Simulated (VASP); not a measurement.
Runs of VASP 6.6.1 on Co. The structure is that of space group Im-3m (No. 229), or close to it. The cells are those of the table. This isn't the form of Co at room conditions, which is hcp.

```csv
task,spin,cell,k mesh,cutoff (eV),gap on the mesh (eV),pressure (GPa),moment (μB),relaxed volume (Å³/atom)
single point,"collinear, ferromagnetic start","a = 2.399 Å, angles 109.5°, 1 atom",8 × 8 × 8,600,none,-0.7,1.81,-
single point,"collinear, ferromagnetic start","a = 2.397 Å, angles 109.5°, 1 atom",28 × 28 × 28,520,none,-1.0,1.72,-
single point,"collinear, ferromagnetic start","a = 2.429 Å, angles 109.5°, 1 atom",8 × 8 × 8,600,none,(a),1.81,-
relaxation of cell and atoms,off,"relaxed from a = 2.360 Å, angles 109.5°, 1 atom",28 × 28 × 28,600,none,0.1,-,10.06
single point,off,"a = 2.358 Å, angles 109.5°, 1 atom",28 × 28 × 28,520,none,-1.0,-,-
relaxation of cell and atoms,"collinear, ferromagnetic start","relaxed from a = 2.429 Å, angles 109.5°, 1 atom",8 × 8 × 8,600,none,-0.1,1.81,(b)
```

Alike in all rows: level PBEsol; potentials or basis VASP PAW PBE potentials, release 64 (Co); smearing gaussian 0.1 eV.

Task: Estimate the missing entries.

Result: (a) -8.8; (b) 10.60.

Caveats: some runs use coarse meshes; the PAW data sets were made with another functional, which shifts forces and pressure a little.

A gap of «none» marks levels without a gap at the run's occupations.
